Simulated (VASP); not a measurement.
Here is a VASP 6.6.1 calculation.

The input INCAR:

```
ALGO     = Normal         # electronic algorithm
EDIFF    = 1E-7           # SCF threshold, eV
ENCUT    = 520            # plane-wave cutoff, eV
GGA      = PE             # functional
ISIF     = 2              # what is computed and relaxed
ISMEAR   = 0              # smearing method
LASPH    = True           # aspherical terms in the spheres
LCHARG   = False          # write CHGCAR
LREAL    = False          # projectors in reciprocal space
LWAVE    = False          # write WAVECAR
NBANDS   = 38             # bands
NELM     = 60             # most SCF steps
PREC     = Accurate       # precision mode
SIGMA    = 0.2            # smearing width, eV
```

Contents of KPOINTS:

```
k-points
0
Gamma
  7 7 2
```

Contents of POSCAR:

```
GaIr5
1.0
    2.7594879437      0.0000000000      0.0000000000
   -1.3797439719      2.3897866607      0.0000000000
    0.0000000000      0.0000000000     13.1632781727
Ga Ir
1 5
Direct
    0.0000000000      0.0000000000      0.0000000000
    0.3333333333      0.6666666667      0.1596150929
    0.6666666667      0.3333333333      0.3313725390
    0.6666666667      0.3333333333      0.8403849071
    0.3333333333      0.6666666667      0.6686274610
    0.0000000000      0.0000000000      0.5000000000
```

Potentials or basis: VASP PAW PBE potentials, release 64 (Ga_d, Ir).

Launch:

```console
$ cat potpaw_PBE.64/Ga_d/POTCAR potpaw_PBE.64/Ir/POTCAR > POTCAR
$ mpirun -np 1 vasp_std > vasp.out
```

Estimate the largest force.

0.004 eV/Å.

What does it give for the pressure?

0.5 GPa.

Forces in eV/Å, atoms in the order of the input:
```
Ga   0.000  0.000  0.000
Ir   0.000  0.000  0.004
Ir   0.000  0.000  0.002
Ir   0.000  0.000 -0.004
Ir   0.000  0.000 -0.002
Ir   0.000  0.000  0.000
```

Caveat: the k points lie up to 0.38 Å⁻¹ apart.
